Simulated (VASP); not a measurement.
Wanted: the native input for a VASP 6.6.1 run.

| Property | Result |
| --- | --- |
| Task | single point |
| Functional | PBE |
| Potentials or basis | VASP PAW PBE potentials, release 64 (Al) |
| Cutoff | 520 eV |
| k mesh | 19 × 19 × 4 |
| Occupations | gaussian, width 0.15 eV |
| Spin | no spin polarisation |
| Dipole correction | no |
| Further INCAR settings | ALGO = Fast; EDIFF = 1e-07; NBANDS = 18 |

The structure of Al lies in POSCAR:

```
Al
1.0
    2.0239800000     -2.0239800000      0.0000000000
    2.0239800000      0.0000000000     -2.0239800000
    8.0093174596      8.0093174596      8.0093174596
Al
6
Direct
    0.6666666667      0.6666666667      0.0842175468
    0.0000000000      0.0000000000      0.9265614836
    0.3333333333      0.3333333333      0.2526863342
    0.6666666667      0.6666666667      0.5896239089
    0.0000000000      0.0000000000      0.4211551215
    0.3333333333      0.3333333333      0.7580926962
```

This cell differs from its parent crystal: the distance across one plane changed.

The input as run:

INCAR

```
SYSTEM = Al
PREC = Accurate
ENCUT = 520
EDIFF = 1E-7
ISMEAR = 0
SIGMA = 0.15
LREAL = .FALSE.
LASPH = .TRUE.
NELM = 100
ALGO = Fast
ISIF = 2
LWAVE = .FALSE.
LCHARG = .FALSE.
GGA = PE
NBANDS = 18
```

KPOINTS

```
regular mesh
0
G
  19 19 4
  0 0 0
```

Potentials or basis: VASP PAW PBE potentials, release 64 (Al).

Command:

```bash
$ cat potpaw_PBE.64/Al/POTCAR > POTCAR
$ mpirun -np 1 vasp_std > vasp.out
```

It gave:

The pressure is 0.5 GPa. The largest force is 0.459 eV/Å and the band gap on the k mesh is zero (bands 9 and 10 overlap by 5.91 eV).

Caveat: the cell differs from its parent crystal (the distance across one plane changed).

Wall time 5.2 min on 1 thread of Intel(R) Xeon(R) Platinum 8488C (Sapphire Rapids), on a shared host, peak memory 0.36 GiB.
